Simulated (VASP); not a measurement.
Wanted: the native input for a VASP 6.6.1 run.

| Property | Result |
| --- | --- |
| Task | single point |
| Functional | LDA |
| Potentials or basis | VASP PAW LDA potentials, release 64 (Pt) |
| Cutoff | 520 eV |
| k mesh | 21 × 21 × 10 |
| Occupations | gaussian, width 0.15 eV |
| Spin | collinear spin, ferromagnetic start |
| Starting moments | [0.5, 0.5] μB |
| Fixed moment | 1 μB |
| Dipole correction | no |
| Further INCAR settings | ALGO = Fast; EDIFF = 1e-07; NBANDS = 21 |

The structure of Pt lies in POSCAR:

```
Pt
1.0
    2.8619386323      0.0000000000      0.0000000000
   -1.4309693161      2.4785115596      0.0000000000
    0.0000000000      0.0000000000      4.9418131020
Pt
2
Direct
    0.6666666667      0.3333333333      0.7500000000
    0.3333333333      0.6666666667      0.2500000000
```

One way to write it, as run:

INCAR

```
SYSTEM = Pt
ALGO = Fast
EDIFF = 1E-7
ENCUT = 520
GGA = CA
ISIF = 2
ISMEAR = 0
ISPIN = 2
LASPH = .TRUE.
LCHARG = .FALSE.
LMAXMIX = 4
LORBIT = 11
LREAL = .FALSE.
LWAVE = .FALSE.
MAGMOM = 0.5 0.5
NBANDS = 21
NELM = 150
NUPDOWN = 1.0
PREC = Accurate
SIGMA = 0.15
```

KPOINTS

```
k-points
0
G
  21 21 10
  0 0 0
```

Potentials or basis: VASP PAW LDA potentials, release 64 (Pt).

Run with:

```sh
$ cat potpaw_LDA.64/Pt/POTCAR > POTCAR
$ mpirun -np 1 vasp_std > vasp.out
```

It gave:

The pressure is -30.7 GPa, the net moment is 1.00 μB per cell and the site moments are Pt +0.49 μB. The valence electrons inside the program's atomic spheres are Pt 8.97.

Caveat: the total moment is fixed, so each spin has its own Fermi level.

It took 4.8 min on 1 thread of Intel(R) Xeon(R) Platinum 8488C (Sapphire Rapids), on a shared host, peak memory 0.37 GiB.
